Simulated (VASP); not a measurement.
# FeCo (Pm-3m) in VASP: notebook, part 2 of 2

VASP 6.6.1.

## (4) Electric field gradients, PBE, collinear spin, ferromagnetic start

This run uses another cell than the first one, of 11.66 Å³/atom.

Input file INCAR:

```
SYSTEM = FeCo
PREC     = Accurate       ! precision mode
ENCUT    = 520            ! plane-wave cutoff, eV
EDIFF    = 1E-8           ! SCF threshold, eV
ISMEAR   = -1             ! smearing method
SIGMA    = 0.05           ! smearing width, eV
LREAL    = .FALSE.        ! projectors in reciprocal space
LASPH    = .TRUE.         ! aspherical terms in the spheres
NELM     = 200            ! most SCF steps
ALGO     = Normal         ! electronic algorithm
ISIF     = 2              ! what is computed and relaxed
LWAVE    = .FALSE.        ! write WAVECAR
LCHARG   = .FALSE.        ! write CHGCAR
ISPIN    = 2              ! spin polarisation
MAGMOM   = 3 2            ! initial moments
LORBIT   = 11             ! projections on sites
LMAXMIX  = 4              ! l up to which the mixer works
GGA      = PE             ! functional
LEFG     = .TRUE.       
NBANDS   = 20             ! bands
GGA_COMPAT= .FALSE.
```

Input file KPOINTS:

```
regular mesh
0
G
  11 11 11
  0 0 0
```

Input file POSCAR:

```
FeCo
1.0
    2.8570000000      0.0000000000      0.0000000000
    0.0000000000      2.8570000000      0.0000000000
    0.0000000000      0.0000000000      2.8570000000
Fe Co
1 1
Direct
    0.5000000000      0.5000000000      0.5000000000
    0.0000000000      0.0000000000      0.0000000000
```

Potentials or basis: VASP PAW PBE potentials, release 64 (Fe, Co).

Started as:

```console
cat potpaw_PBE.64/Fe/POTCAR potpaw_PBE.64/Co/POTCAR > POTCAR
mpirun -np 1 vasp_std > vasp.out
```

OUTCAR:

```text
SYSTEM = FeCo
   PREC = Accurate
   ENCUT = 520
   EDIFF = 1E-8
   ISMEAR = -1
   LREAL = .FALSE.
   LASPH = .TRUE.
   NELM = 200
   ISIF = 2
   ISPIN = 2
   LORBIT = 11
   GGA = PE

 ion  position               nearest neighbor table
   1  0.500  0.500  0.500-   2 2.47   2 2.47   2 2.47   2 2.47   2 2.47   2 2.47   2 2.47   2 2.47

   2  0.000  0.000  0.000-   1 2.47   1 2.47   1 2.47   1 2.47   1 2.47   1 2.47   1 2.47   1 2.47

  LATTYP: Found a simple cubic cell.
 ALAT       =     2.8570000000

  Lattice vectors:

 A1 = (   2.8570000000,   0.0000000000,   0.0000000000)
[... 1349 lines left out ...]

 Electric field gradients after diagonalization (V/A^2)
 (convention: |V_zz| > |V_xx| > |V_yy|)
----------------------------------------------------------------------
 ion       V_xx      V_yy      V_zz     asymmetry (V_yy - V_xx)/ V_zz
----------------------------------------------------------------------
   1       0.000    -0.000     0.000      -0.214
   2       0.000     0.000     0.000      -0.103
----------------------------------------------------------------------

           NMR quadrupolar parameters

 Cq : quadrupolar parameter    Cq=e*Q*V_zz/h
 eta: asymmetry parameters     (V_yy - V_xx)/ V_zz
 Q  : nuclear electric quadrupole moment in mb (millibarn)
----------------------------------------------------------------------
 ion       Cq(MHz)       eta       Q (mb)
----------------------------------------------------------------------
   1       0.000      -0.214       1.000
   2       0.000      -0.103       1.000
----------------------------------------------------------------------

 total charge

# of ion       s       p       d       tot
------------------------------------------
    1        0.467   0.514   6.144   7.126
    2        0.478   0.498   7.236   8.212
--------------------------------------------------
tot          0.945   1.013  13.380  15.338

 magnetization (x)

# of ion       s       p       d       tot
------------------------------------------
    1        0.001  -0.046   2.819   2.774
    2       -0.011  -0.056   1.820   1.753
--------------------------------------------------
tot         -0.011  -0.102   4.639   4.527
```

It took 51 s on 1 thread of AMD EPYC 7R13 (Zen 3), shared host; peak memory 0.15 GiB.

Results:

```
Free energy                                           : -15.4048 eV
Pressure                                              : -3.1 GPa
Net moment                                            : 4.50 μB per cell
Site moments                                          : Fe +2.77; Co +1.75 μB
Largest electric field gradient by atom               : zero within the noise of the run
Valence electrons inside the program's atomic spheres : Fe 7.13; Co 8.21
```

Levels at points of the mesh, in eV from the Fermi level:
Spin up:
```
           k point  band 9  band 10  band 11  band 12  band 13  band 14
(0.00, 0.00, 0.00)   -0.95    -0.95    -0.95     8.98     8.98     8.98
```
Spin down:
| k point | band 3 | band 4 | band 5 | band 6 | band 7 | band 8 | band 9 | band 10 |
| --- | --- | --- | --- | --- | --- | --- | --- | --- |
| (0.00, 0.00, 0.00) | -3.46 | -1.18 | -1.18 | -1.18 | 0.77 | 0.77 | 1.45 | 1.45 |

Caveat: the cell stands under tension.

## (5) Electric field gradients, PBE, collinear spin, ferromagnetic start

This run uses another cell than the first one, of 11.66 Å³/atom.

Input file INCAR:

```
PREC     = Accurate       # precision mode
ENCUT    = 520            # plane-wave cutoff, eV
EDIFF    = 1E-8           # SCF threshold, eV
ISMEAR   = -1             # smearing method
SIGMA    = 0.05           # smearing width, eV
LREAL    = False          # projectors in reciprocal space
LASPH    = True           # aspherical terms in the spheres
NELM     = 200            # most SCF steps
ALGO     = Normal         # electronic algorithm
ISIF     = 2              # what is computed and relaxed
LWAVE    = False          # write WAVECAR
LCHARG   = False          # write CHGCAR
ISPIN    = 2              # spin polarisation
MAGMOM   = 3 2            # initial moments
LORBIT   = 11             # projections on sites
LMAXMIX  = 4              # l up to which the mixer works
GGA      = PE             # functional
LEFG     = True         
NBANDS   = 20             # bands
GGA_COMPAT= False
```

Input file KPOINTS:

```
Automatic mesh
0
Gamma
  11 11 11
```

POSCAR is that of step 4.

Potentials or basis: VASP PAW PBE potentials, release 64 (Fe, Co).

Started as:

```console
cat potpaw_PBE.64/Fe/POTCAR potpaw_PBE.64/Co/POTCAR > POTCAR
mpirun -np 1 vasp_std > vasp.out
```

OUTCAR:

```text
PREC = Accurate
   ENCUT = 520
   EDIFF = 1E-8
   ISMEAR = -1
   LREAL = False
   LASPH = True
   NELM = 200
   ISIF = 2
   ISPIN = 2
   LORBIT = 11
   GGA = PE

 ion  position               nearest neighbor table
   1  0.500  0.500  0.500-   2 2.47   2 2.47   2 2.47   2 2.47   2 2.47   2 2.47   2 2.47   2 2.47

   2  0.000  0.000  0.000-   1 2.47   1 2.47   1 2.47   1 2.47   1 2.47   1 2.47   1 2.47   1 2.47

  LATTYP: Found a simple cubic cell.
 ALAT       =     2.8570000000

  Lattice vectors:

 A1 = (   2.8570000000,   0.0000000000,   0.0000000000)
 A2 = (   0.0000000000,   2.8570000000,   0.0000000000)
 A3 = (   0.0000000000,   0.0000000000,   2.8570000000)

Analysis of symmetry for initial positions (statically):
=====================================================================
 Subroutine PRICEL returns:
 Original cell was already a primitive cell.

 Routine SETGRP: Setting up the symmetry group for a
 simple cubic supercell.

[... 1322 lines left out ...]
 -----------------------------------------------------------------------------------
    total drift:                                0.000000      0.000000     -0.000000

  FREE ENERGIE OF THE ION-ELECTRON SYSTEM (eV)
  ---------------------------------------------------
  free  energy   TOTEN  =       -15.4047637380 eV

  energy  without entropy=      -15.3922292229  energy(sigma->0) =      -15.39849648

 Electric field gradients (V/A^2)
---------------------------------------------------------------------
 ion       V_xx      V_yy      V_zz      V_xy      V_xz      V_yz
---------------------------------------------------------------------
   1       0.000    -0.000     0.000     0.000    -0.000     0.000
   2       0.000     0.000     0.000    -0.000    -0.000    -0.000
---------------------------------------------------------------------

 Electric field gradients after diagonalization (V/A^2)
 (convention: |V_zz| > |V_xx| > |V_yy|)
----------------------------------------------------------------------
 ion       V_xx      V_yy      V_zz     asymmetry (V_yy - V_xx)/ V_zz
----------------------------------------------------------------------
   1       0.000    -0.000     0.000      -0.214
   2       0.000     0.000     0.000      -0.103
----------------------------------------------------------------------

           NMR quadrupolar parameters

 Cq : quadrupolar parameter    Cq=e*Q*V_zz/h
 eta: asymmetry parameters     (V_yy - V_xx)/ V_zz
 Q  : nuclear electric quadrupole moment in mb (millibarn)
----------------------------------------------------------------------
 ion       Cq(MHz)       eta       Q (mb)
----------------------------------------------------------------------
   1       0.000      -0.214       1.000
   2       0.000      -0.103       1.000
----------------------------------------------------------------------

 total charge

# of ion       s       p       d       tot
------------------------------------------
    1        0.467   0.514   6.144   7.126
    2        0.478   0.498   7.236   8.212
--------------------------------------------------
tot          0.945   1.013  13.380  15.338

 magnetization (x)

# of ion       s       p       d       tot
------------------------------------------
    1        0.001  -0.046   2.819   2.774
    2       -0.011  -0.056   1.820   1.753
--------------------------------------------------
tot         -0.011  -0.102   4.639   4.527
```

Run time: 51 s. Hardware: 1 thread of AMD EPYC 7R13 (Zen 3), shared host; peak memory 0.15 GiB.

Results:

```
Free energy                                           : -15.4048 eV
Pressure                                              : -3.1 GPa
Net moment                                            : 4.50 μB per cell
Site moments                                          : Fe +2.77; Co +1.75 μB
Largest electric field gradient by atom               : zero within the noise of the run
Valence electrons inside the program's atomic spheres : Fe 7.13; Co 8.21
```

Caveat: the cell stands under tension.

## (6) The runs side by side

| cell | k mesh | gap on the mesh (eV) | pressure (GPa) | moment (μB) |
| --- | --- | --- | --- | --- |
| a = 2.833 Å, 2 atoms | 11 × 11 × 11, shifted | none | 2.3 | 4.53 |
| a = 2.833 Å, 2 atoms | 11 × 11 × 11 | none | 1.5 | 4.45 |
| a = 2.857 Å, 2 atoms | 11 × 11 × 11 | none | -3.1 | 4.50 |

Alike in all rows: task electric field gradients; level PBE; potentials or basis VASP PAW PBE potentials, release 64 (Fe, Co); spin collinear, ferromagnetic start; cutoff (eV) 520; smearing fermi-dirac 0.05 eV.

Caveats: the cell stands under tension (at least some runs).

Total energies depend on the potentials used, so only differences within one code and one set of settings carry meaning.
